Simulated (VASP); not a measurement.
Crystal: PbS.

```
CELL_PARAMETERS angstrom
3.65366 0.00000 0.00000
0.00000 3.65366 0.00000
0.00000 0.00000 3.65366
ATOMIC_POSITIONS crystal
Pb 0.00000 0.00000 0.00000
S 0.50000 0.50000 0.50000
```

Base run:

| Property | Result |
| --- | --- |
| Program | VASP 6.6.1 |
| Functional | r2SCAN |
| Potentials or basis | VASP PAW PBE potentials, release 64 (Pb_d, S) |
| Cutoff | 550 eV |
| k mesh | 7 × 7 × 7 |
| Occupations | fermi-dirac, width 0.05 eV |
| Spin | no spin polarisation |

Its results: band gap on the k mesh 0.33 eV, indirect (least direct gap 1.66 eV); pressure -0.7 GPa.

Problem. After a change of settings the same cell gave: band gap on the k mesh 0.16 eV, indirect (least direct gap 1.47 eV); pressure 1.4 GPa. Which change was it?
A. cutoff from 550 eV to 520 eV
B. cutoff from 550 eV to 520 eV; dispersion from none to D3(BJ)
C. functional from r2SCAN to revPBE; cutoff from 550 eV to 520 eV
D. functional from r2SCAN to PBE; cutoff from 550 eV to 520 eV; k mesh from 7 × 7 × 7 to 6 × 6 × 6

Solution. C.

r2SCAN gives the wider gap, since meta-GGAs in the generalised Kohn-Sham scheme recover part of the derivative discontinuity.

Caveats: the PAW data sets were made with another functional, which shifts forces and pressure a little; spin-orbit coupling is left out, which moves the levels of the heavy elements.
